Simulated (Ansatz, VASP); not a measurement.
# One calculation of Zr, two programs

The input INCAR:

```
SYSTEM = Zr
PREC = Accurate
ENCUT = 520
EDIFF = 1E-8
ISMEAR = -1
SIGMA = 0.08
LREAL = .FALSE.
LASPH = .TRUE.
NELM = 100
ALGO = Normal
ISIF = 2
LWAVE = .FALSE.
LCHARG = .FALSE.
GGA = PS
LEFG = .TRUE.
NBANDS = 19
```

KPOINTS

```
regular mesh
0
G
  13 13 7
  0 0 0
```

File POSCAR:

```
Zr
1.0
    3.2319982225      0.0000000000      0.0000000000
   -1.6159991112      2.7989925656      0.0000000000
    0.0000000000      0.0000000000      5.0440600000
Zr
2
Direct
    0.3333333333      0.6666666667      0.2500000000
    0.6666666667      0.3333333333      0.7500000000
```

Input for Ansatz:

```yaml
crystal:
  lattice:
    - [3.2319982225, 0.0, 0.0]
    - [-1.6159991112, 2.7989925656, 0.0]
    - [0.0, 0.0, 5.04406]
  atoms:
    - { symbol: Zr, position: [0.3333333333, 0.6666666667, 0.25] }
    - { symbol: Zr, position: [0.6666666667, 0.3333333333, 0.75] }
kpoints:
  mp_grid: { grid: [13, 13, 7] }
scf:
  occupations: { method: fermi_dirac, width: 0.08 }
hamiltonian:
  xc: pbesol
  pseudopotentials: { kind: paw }
output:
  forces: true
  stress: true
  eigenvalues: true
  efg: { contact_densities: true }
```

Change from the starting cell: zz strain of -2 %, PAW files.

Alike in both runs: task electric field gradients; functional PBEsol; k mesh 13 × 13 × 7; occupations fermi-dirac, width 0.08 eV; no spin polarisation.

|  | VASP | Ansatz |
| --- | --- | --- |
| version | VASP 6.6.1 | Ansatz 0.2.0 |
| potentials or method | VASP PAW PBE potentials, release 64 (Zr_sv) | PAW with Ansatz's default frozen-core files, scalar-relativistic |
| plane-wave cutoff (eV) | 520 | 420 |
| valence electrons in the cell | 24 | 24 |

```csv
,VASP,Ansatz,Ansatz less VASP
pressure (GPa),-1.3,-1.3,-0.05
"traceless stress, the component that is largest in VASP (GPa)",1.77,1.76,-0.004
size of Vzz on the site where it differs most (V/Å²),54.2,54.4,+0.25
```

VASP's potentials were made for PBE, not for PBEsol.
